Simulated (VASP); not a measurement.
# GaN (Fm-3m) in VASP: a series of runs

Runs on GaN. Level: LDA. Tasks: single point.

All numbers are computed with VASP 6.6.1; they aren't measurements. Logs are shortened: lines on timing, memory, paths and dates and some standing lists are left out, and cuts for length are marked.

## (1) The cell of the first run

The structure is cubic, space group Fm-3m (No. 225). The conventional cell has a = 4.130 Å, b = 4.130 Å, c = 4.130 Å, α = 90.00°, β = 90.00°, γ = 90.00°. Ga (site symmetry m-3m) has 6 N at 2.06 Å within 2.7 Å. Within 2.7 Å of N (site symmetry m-3m) lie 6 Ga at 2.06 Å.

## (2) Single point, LDA

File INCAR:

```
SYSTEM = GaN
ALGO     = Normal         ! electronic algorithm
EDIFF    = 1E-6           ! SCF threshold, eV
ENCUT    = 520            ! plane-wave cutoff, eV
GGA      = CA             ! functional
ISIF     = 2              ! what is computed and relaxed
ISMEAR   = 0              ! smearing method
LASPH    = .True.         ! aspherical terms in the spheres
LCHARG   = .False.        ! write CHGCAR
LREAL    = .False.        ! projectors in reciprocal space
LWAVE    = .False.        ! write WAVECAR
NBANDS   = 16             ! bands
NELM     = 100            ! most SCF steps
PREC     = Accurate       ! precision mode
SIGMA    = 0.01           ! smearing width, eV
```

File KPOINTS:

```
k-points
0
Gamma
  8 8 8
  0 0 0
```

File POSCAR:

```
GaN
1.0
    0.0000000000      2.0648686416      2.0648686416
    2.0648686416      0.0000000000      2.0648686416
    2.0648686416      2.0648686416      0.0000000000
Ga N
1 1
Direct
    0.0000000000      0.0000000000      0.0000000000
    0.5000000000      0.5000000000      0.5000000000
```

Potentials or basis: VASP PAW LDA potentials, release 64 (Ga_d, N).

Command:

```sh
$ cat potpaw_LDA.64/Ga_d/POTCAR potpaw_LDA.64/N/POTCAR > POTCAR
$ mpirun -np 1 vasp_std > vasp.out
```

OUTCAR:

```text
SYSTEM = GaN
   EDIFF = 1E-6
   ENCUT = 520
   GGA = CA
   ISIF = 2
   ISMEAR = 0
   LASPH = .True.
   LREAL = .False.
   NELM = 100
   PREC = Accurate

 ion  position               nearest neighbor table
   1  0.000  0.000  0.000-   2 2.06   2 2.06   2 2.06   2 2.06   2 2.06   2 2.06
   2  0.500  0.500  0.500-   1 2.06   1 2.06   1 2.06   1 2.06   1 2.06   1 2.06

  LATTYP: Found a face centered cubic cell.
 ALAT       =     4.1297372832

  Lattice vectors:

 A1 = (   0.0000000000,   2.0648686416,   2.0648686416)
 A2 = (   2.0648686416,   0.0000000000,   2.0648686416)
 A3 = (   2.0648686416,   2.0648686416,   0.0000000000)

Analysis of symmetry for initial positions (statically):
=====================================================================
 Subroutine PRICEL returns:
 Original cell was already a primitive cell.

 Routine SETGRP: Setting up the symmetry group for a
 face centered cubic supercell.

 Subroutine GETGRP returns: Found 48 space group operations
 (whereof 48 operations were pure point group operations)
 out of a pool of 48 trial point group operations.

The static configuration has the point symmetry O_h .

Analysis of symmetry for dynamics (positions and initial velocities):
=====================================================================
 Subroutine PRICEL returns:
 Original cell was already a primitive cell.

 Routine SETGRP: Setting up the symmetry group for a
 face centered cubic supercell.

 Subroutine GETGRP returns: Found 48 space group operations
 (whereof 48 operations were pure point group operations)
 out of a pool of 48 trial point group operations.

The dynamic configuration has the point symmetry O_h .

 Subroutine INISYM returns: Found 48 space group operations
 (whereof 48 operations are pure point group operations),
 and found     1 'primitive' translations

----------------------------------------------------------------------------------------

                                     Primitive cell

  volume of cell :      17.6079

  direct lattice vectors                    reciprocal lattice vectors
     0.000000000  2.064868642  2.064868642    -0.242146154  0.242146154  0.242146154
     2.064868642  0.000000000  2.064868642     0.242146154 -0.242146154  0.242146154
     2.064868642  2.064868642  0.000000000     0.242146154  0.242146154 -0.242146154

  length of vectors
     2.920165237  2.920165237  2.920165237     0.419409442  0.419409442  0.419409442

  position of ions in fractional coordinates (direct lattice)
     0.000000000  0.000000000  0.000000000
     0.500000000  0.500000000  0.500000000

  ion indices of the primitive-cell ions
   primitive index   ion index
                 1           1
                 2           2

----------------------------------------------------------------------------------------

 KPOINTS: k-points

Automatic generation of k-mesh.
 Grid dimensions read from file:
 generate k-points for:    8    8    8

 Generating k-lattice:

  Cartesian coordinates                     Fractional coordinates (reciprocal lattice)
    -0.030268269  0.030268269  0.030268269     0.125000000  0.000000000  0.000000000
     0.030268269 -0.030268269  0.030268269     0.000000000  0.125000000  0.000000000
     0.030268269  0.030268269 -0.030268269     0.000000000  0.000000000  0.125000000

  Length of vectors
     0.052426180  0.052426180  0.052426180

  Shift w.r.t. Gamma in fractional coordinates (k-lattice)
     0.000000000  0.000000000  0.000000000

 Subroutine IBZKPT returns following result:
 ===========================================

 Found     29 irreducible k-points:

 Following reciprocal coordinates:
            Coordinates               Weight
  0.000000  0.000000  0.000000      1.000000
  0.125000  0.000000  0.000000      8.000000
  0.250000  0.000000  0.000000      8.000000
  0.375000  0.000000  0.000000      8.000000
  0.500000  0.000000  0.000000      4.000000
  0.125000  0.125000  0.000000      6.000000
[... 16 lines left out ...]
  0.500000  0.250000  0.125000     48.000000
 -0.375000  0.250000  0.125000     24.000000
 [... further k-points ...]
   k-points           NKPTS =     29   k-points in BZ     NKDIM =     29   number of bands    NBANDS=     16
   number of dos      NEDOS =    301   number of ions     NIONS =      2
   total plane-waves  NPLWV =  13824
   dimension x,y,z NGX =    24 NGY =   24 NGZ =   24
   dimension x,y,z NGXF=    48 NGYF=   48 NGZF=   48
   ions per type =               1   1
   NGX,Y,Z   is equivalent  to a cutoff of  13.66, 13.66, 13.66 a.u.
   NGXF,Y,Z  is equivalent  to a cutoff of  27.33, 27.33, 27.33 a.u.
 SYSTEM =  GaN
   PREC   = accura    normal or accurate (medium, high low for compatibility)
   ISTART =      0    job   : 0-new  1-cont  2-samecut
   ICHARG =      2    charge: 1-file 2-atom 10-const
   ISPIN  =      1    spin polarized calculation?
   LNONCOLLINEAR =      F non collinear calculations
   LSORBIT =      F    spin-orbit coupling
   LASPH  =      T    aspherical Exc in radial PAW
   ENCUT  =  520.0 eV  38.22 Ry    6.18 a.u.   5.43  5.43  5.43*2*pi/ulx,y,z
   NELM   =    100;   NELMIN=  2; NELMDL= -5     # of ELM steps
   EDIFF  = 0.1E-05   stopping-criterion for ELM
   LREAL  =      F    real-space projection
   EDIFFG = 0.1E-04   stopping-criterion for IOM
   NSW    =      0    number of steps for IOM
   IBRION =     -1    ionic relax: 0-MD 1-quasi-New 2-CG
   NFREE  =      0    steps in history (QN), initial steepest desc. (CG)
   ISIF   =      2    stress and relaxation
   ISYM   =      2    0-nonsym 1-usesym 2-fastsym
   POTIM  = 0.5000    time-step for ionic-motion
   TEBEG  =    0.0;   TEEND  =   0.0 temperature during run
   PSTRESS=    0.0 pullay stress
   NELECT =      18.0000    total number of electrons
   NUPDOWN=      -1.0000    fix difference up-down
   EMIN   =  10.00;   EMAX   =-10.00  energy-range for DOS
   EFERMI =   0.00;   METHOD = LEGACY
   ISMEAR =     0;   SIGMA  =   0.01  broadening in eV -4-tet -1-fermi 0-gaus
   EFERMI_NEDOS =   21; number of points for ismear=-14 and -15
   IALGO  =     38    algorithm
   IMIX   =      4    mixing-type and parameters
     AMIX     =   0.40;   BMIX     =  1.00
     AMIX_MAG =   1.60;   BMIX_MAG =  1.00
  volume/ion in A,a.u.               =       8.80        59.41
  Fermi-wavevector in a.u.,A,eV,Ry     =   1.649162  3.116464 37.004232  2.719734
  Thomas-Fermi vector in A             =   2.738328
   LORBIT       =      0    0 simple, 1 ext, 2 COOP (PROOUT), +10 PAW based schemes
   GGA     = CA    functional components
   LHFCALC =     F    Hartree Fock is set to
   AEXX    =    0.0000 exact exchange contribution
   IVDW    =     0    specifies the selected vdW correction
   LEPSILON=     F    determine dielectric tensor
   LRPA    =     F    only Hartree local field effects (RPA)
 non-spin polarized calculation
 Gauss-broadening in eV      SIGMA  =   0.01
  energy-cutoff  :      520.00
  volume of cell :       17.61
 maximum number of plane-waves:       489
 NGX is ok and might be reduce to    24
   NGX = 11   NGY = 11   NGZ = 11

 number of electron      17.9999992 magnetization

 Free energy of the ion-electron system (eV)
  ---------------------------------------------------
  ext. energy  EPLUGINS =         0.00000000
  ---------------------------------------------------
  free energy    TOTEN  =       -13.05389156 eV

  energy without entropy =      -13.05389156  energy(sigma->0) =      -13.05389156

 E-fermi :   8.6400     XC(G=0): -13.8829

 val. band max:        8.5768888132   @ k =  -0.2500   0.1250   0.0000
 cond. band min:       9.4579741135   @ k =   0.5000   0.5000   0.0000
 fundamental gap:      0.8810853002
 Fermi energy:         8.6399658528

 k-point     1 :       0.0000    0.0000    0.0000
  band No.  band energies     occupation
      1      -9.3370      2.00000
      2      -5.4999      2.00000
      3      -5.4999      2.00000
      4      -5.4999      2.00000
      5      -5.3827      2.00000
      6      -5.3827      2.00000
[... 8 lines left out ...]
     15      25.1344      0.00000
     16      25.1344      0.00000

 k-point     2 :       0.1250    0.0000    0.0000
  band No.  band energies     occupation
      1      -9.0074      2.00000
      2      -5.5166      2.00000
      3      -5.4877      2.00000
      4      -5.4877      2.00000
      5      -5.4022      2.00000
      6      -5.4022      2.00000
[... 8 lines left out ...]
     15      25.2435      0.00000
     16      25.2435      0.00000

 k-point     3 :       0.2500    0.0000    0.0000
  band No.  band energies     occupation
      1      -8.0688      2.00000
      2      -5.5597      2.00000
      3      -5.5597      2.00000
      4      -5.5575      2.00000
      5      -5.3457      2.00000
      6      -5.3457      2.00000
[... 8 lines left out ...]
     15      26.9774      0.00000
     16      26.9774      0.00000

 k-point     4 :       0.3750    0.0000    0.0000
  band No.  band energies     occupation
      1      -6.7527      2.00000
      2      -5.6591      2.00000
      3      -5.6591      2.00000
      4      -5.6109      2.00000
      5      -5.2586      2.00000
      6      -5.2586      2.00000
[... 8 lines left out ...]
     15      29.8233      0.00000
     16      29.8233      0.00000
[... 324 lines left out ...]
 k-point    22 :       0.3750    0.2500    0.1250
  band No.  band energies     occupation
      1      -7.5556      2.00000
      2      -5.5892      2.00000
      3      -5.5460      2.00000
      4      -5.4555      2.00000
      5      -5.3478      2.00000
      6      -5.0957      2.00000
[... 8 lines left out ...]
     15      30.5514      0.00000
     16      30.9889      0.00000

 k-point    23 :       0.5000    0.2500    0.1250
  band No.  band energies     occupation
      1      -6.9485      2.00000
      2      -5.6287      2.00000
      3      -5.5446      2.00000
      4      -5.4679      2.00000
      5      -5.2561      2.00000
      6      -4.4548      2.00000
[... 8 lines left out ...]
     15      30.6119      0.00000
     16      32.1217      0.00000

 k-point    24 :      -0.3750    0.2500    0.1250
  band No.  band energies     occupation
      1      -6.7574      2.00000
      2      -5.6654      2.00000
      3      -5.5504      2.00000
      4      -5.4523      2.00000
      5      -5.2171      2.00000
      6      -3.8324      2.00000
[... 8 lines left out ...]
     15      28.2518      0.00000
     16      32.9996      0.00000

 [... further k-points ...]

------------------------ aborting loop because EDIFF is reached ----------------------------------------

  FORCE on cell =-STRESS in cart. coord.  units (eV):
  Direction    XX          YY          ZZ          XY          YZ          ZX
  --------------------------------------------------------------------------------------
  -------------------------------------------------------------------------------------
  Total        1.2807145      1.2807145      1.2807145     -0.0000000     -0.0000000      0.0000000
  in kB      116.5347948    116.5347948    116.5347948     -0.0000000     -0.0000000      0.0000000
  external PRESSURE =     116.5347948 kB  Pullay stress =       0.0000000 kB

 VOLUME and BASIS-vectors are now :
 -----------------------------------------------------------------------------
  energy-cutoff  :      520.00
  volume of cell :       17.61
      direct lattice vectors                 reciprocal lattice vectors
     0.000000000  2.064868642  2.064868642    -0.242146154  0.242146154  0.242146154
     2.064868642  0.000000000  2.064868642     0.242146154 -0.242146154  0.242146154
     2.064868642  2.064868642  0.000000000     0.242146154  0.242146154 -0.242146154

 POSITION                                       TOTAL-FORCE (eV/Angst)
 -----------------------------------------------------------------------------------
      0.00000      0.00000      0.00000         0.000000      0.000000      0.000000
      2.06487      2.06487      2.06487        -0.000000     -0.000000     -0.000000
 -----------------------------------------------------------------------------------
    total drift:                                0.000000     -0.000000     -0.000000

  FREE ENERGIE OF THE ION-ELECTRON SYSTEM (eV)
  ---------------------------------------------------
  free  energy   TOTEN  =       -13.0538915557 eV

  energy  without entropy=      -13.0538915557  energy(sigma->0) =      -13.05389156
```

It took 8.4 s on 1 thread of Intel Xeon Platinum 8259CL at 2.50GHz (Skylake/Cascade Lake), shared host; peak memory 0.13 GiB.

Results:

```
Free energy            : -13.0539 eV
Pressure               : 11.7 GPa
Band gap on the k mesh : 0.88 eV (least direct gap 3.75 eV)
```

Caveat: the cell stands under pressure.

## (3) Single point, LDA

This run uses another cell than the first one, of 8.53 Å³/atom.

File INCAR:

```
SYSTEM = GaN
PREC = Accurate ; ENCUT = 520
EDIFF = 1E-6 ; ISMEAR = 0
SIGMA = 0.01 ; LREAL = .FALSE.
LASPH = .TRUE. ; NELM = 80
ALGO = Normal ; ISIF = 2
LWAVE = .FALSE. ; LCHARG = .FALSE.
GGA = CA ; NBANDS = 16
```

File KPOINTS:

```
Automatic mesh
0
G
  8 8 8
  0 0 0
```

File POSCAR:

```
GaN
1.0
    0.0000000000      2.0431499495      2.0431499495
    2.0431499495      0.0000000000      2.0431499495
    2.0431499495      2.0431499495      0.0000000000
Ga N
1 1
Direct
    0.0000000000      0.0000000000      0.0000000000
    0.5000000000      0.5000000000      0.5000000000
```

Potentials or basis: VASP PAW LDA potentials, release 64 (Ga_d, N).

Command:

```sh
$ cat potpaw_LDA.64/Ga_d/POTCAR potpaw_LDA.64/N/POTCAR > POTCAR
$ mpirun -np 1 vasp_std > vasp.out
```

It took 7.1 s on 1 thread of Intel Xeon Platinum 8259CL at 2.50GHz (Skylake/Cascade Lake), shared host; peak memory 0.13 GiB.

It converged, with:

```yaml
Free_energy: -12.9962 eV
Pressure: 21.9 GPa
Band_gap_on_the_k_mesh: 1.10 eV (least direct gap 4.19 eV)
```

Levels at points of the mesh, in eV from the valence-band top:
```tsv
k point	band 5	band 6	band 7	band 8	band 9	band 10	band 11	band 12	band 13	band 14
(0.00, 0.00, 0.00)	-13.96	-13.96	-0.64	-0.64	-0.64	3.55	15.27	15.27	15.27	16.33
(0.50, 0.00, 0.00)	-13.78	-13.78	-8.86	-0.14	-0.14	5.12	9.50	9.50	10.63	17.24
(0.50, 0.50, 0.00)	-13.71	-10.62	-7.99	-3.46	-3.46	1.10	7.89	12.82	15.63	15.63
```

Caveat: the cell stands under pressure. A k mesh can miss the band edges.

## (4) Single point, LDA

This run uses another cell than the first one, of 9.13 Å³/atom.

File INCAR:

```
ALGO     = Normal         # electronic algorithm
EDIFF    = 1E-6           # SCF threshold, eV
ENCUT    = 520            # plane-wave cutoff, eV
ISIF     = 2              # what is computed and relaxed
ISMEAR   = 0              # smearing method
LASPH    = T              # aspherical terms in the spheres
LCHARG   = T              # write CHGCAR
LELF     = T              # ELF
LREAL    = F              # projectors in reciprocal space
LVHAR    = T            
LWAVE    = F              # write WAVECAR
NBANDS   = 16             # bands
NELM     = 60             # most SCF steps
PREC     = Accurate       # precision mode
SIGMA    = 0.01           # smearing width, eV
```

File KPOINTS:

```
k-points
0
Gamma
  8 8 8
```

File POSCAR:

```
GaN
1.0
    0.0000000000      2.0903677238      2.0903677238
    2.0903677238      0.0000000000      2.0903677238
    2.0903677238      2.0903677238      0.0000000000
Ga N
1 1
Direct
    0.0000000000      0.0000000000      0.0000000000
    0.5000000000      0.5000000000      0.5000000000
```

Command:

```sh
$ cat potpaw_LDA.64/Ga_d/POTCAR potpaw_LDA.64/N/POTCAR > POTCAR
$ mpirun -np 1 vasp_std > vasp.out
```

Run time: 9 s. Hardware: 1 thread of Intel Xeon Platinum 8259CL at 2.50GHz (Skylake/Cascade Lake), shared host; peak memory 0.13 GiB.

The run converged. Its results:

```
Free energy            : -13.0809 eV
Pressure               : 1.4 GPa
Band gap on the k mesh : 0.64 eV (least direct gap 3.25 eV)
```

Levels at points of the mesh, in eV from the valence-band top:
```tsv
k point	band 6	band 7	band 8	band 9	band 10	band 11	band 12	band 13
(0.00, 0.00, 0.00)	-13.97	-0.55	-0.55	-0.55	2.71	14.86	14.86	14.86
(0.50, 0.00, 0.00)	-13.82	-8.50	-0.15	-0.15	4.82	9.10	9.10	9.68
(0.50, 0.50, 0.00)	-10.78	-7.42	-3.18	-3.18	0.64	7.81	12.12	14.71
```

Caveat: semilocal functionals underestimate gaps, and a narrow one can read as zero. A k mesh can miss the band edges.

## (5) Single point, LDA

This run uses another cell than the first one, of 8.96 Å³/atom.

File INCAR:

```
PREC = Accurate
ENCUT = 520
EDIFF = 1E-7
ISMEAR = 0
SIGMA = 0.01
LREAL = False
LASPH = True
NELM = 100
ALGO = Normal
ISIF = 2
LWAVE = False
LCHARG = False
NBANDS = 16
```

File KPOINTS:

```
regular mesh
0
Gamma
  8 8 8
```

File POSCAR:

```
GaN
1.0
    0.0000000000      2.0770610300      2.0770610300
    2.0770610300      0.0000000000      2.0770610300
    2.0770610300      2.0770610300      0.0000000000
Ga N
1 1
Direct
    0.0000000000      0.0000000000      0.0000000000
    0.5000000000      0.5000000000      0.5000000000
```

Command:

```sh
$ cat potpaw_LDA.64/Ga_d/POTCAR potpaw_LDA.64/N/POTCAR > POTCAR
$ mpirun -np 1 vasp_std > vasp.out
```

Run time: 9.1 s. Hardware: 1 thread of Intel Xeon Platinum 8259CL at 2.50GHz (Skylake/Cascade Lake), shared host; peak memory 0.13 GiB.

It converged, with:

```
Free energy            : -13.0720 eV
Pressure               : 6.6 GPa
Band gap on the k mesh : 0.76 eV (least direct gap 3.51 eV)
```

Levels at points of the mesh, in eV from the valence-band top:
| k point | band 7 | band 8 | band 9 | band 10 | band 11 | band 12 |
| --- | --- | --- | --- | --- | --- | --- |
| (0.00, 0.00, 0.00) | -0.57 | -0.57 | -0.57 | 2.94 | 14.98 | 14.98 |
| (0.50, 0.00, 0.00) | -8.60 | -0.15 | -0.15 | 4.91 | 9.21 | 9.21 |
| (0.50, 0.50, 0.00) | -7.58 | -3.26 | -3.26 | 0.76 | 7.83 | 12.31 |

Caveat: the cell stands under pressure; semilocal functionals underestimate gaps, and a narrow one can read as zero.

## (6) Summary

| cell | gap on the mesh (eV) | pressure (GPa) |
| --- | --- | --- |
| a = 2.920 Å, angles 60.0°, 2 atoms | 0.88 | 11.7 |
| a = 2.889 Å, angles 60.0°, 2 atoms | 1.10 | 21.9 |
| a = 2.956 Å, angles 60.0°, 2 atoms | 0.64 | 1.4 |
| a = 2.937 Å, angles 60.0°, 2 atoms | 0.76 | 6.6 |

Alike in all rows: task single point; level LDA; potentials or basis VASP PAW LDA potentials, release 64 (Ga_d, N); no spin polarisation; k mesh 8 × 8 × 8; cutoff (eV) 520; smearing gaussian 0.01 eV.

Caveats: the cell stands under pressure (at least some runs); semilocal functionals underestimate gaps, and a narrow one can read as zero (at least some runs).

Absolute energies hang on the potentials; compare differences alone.
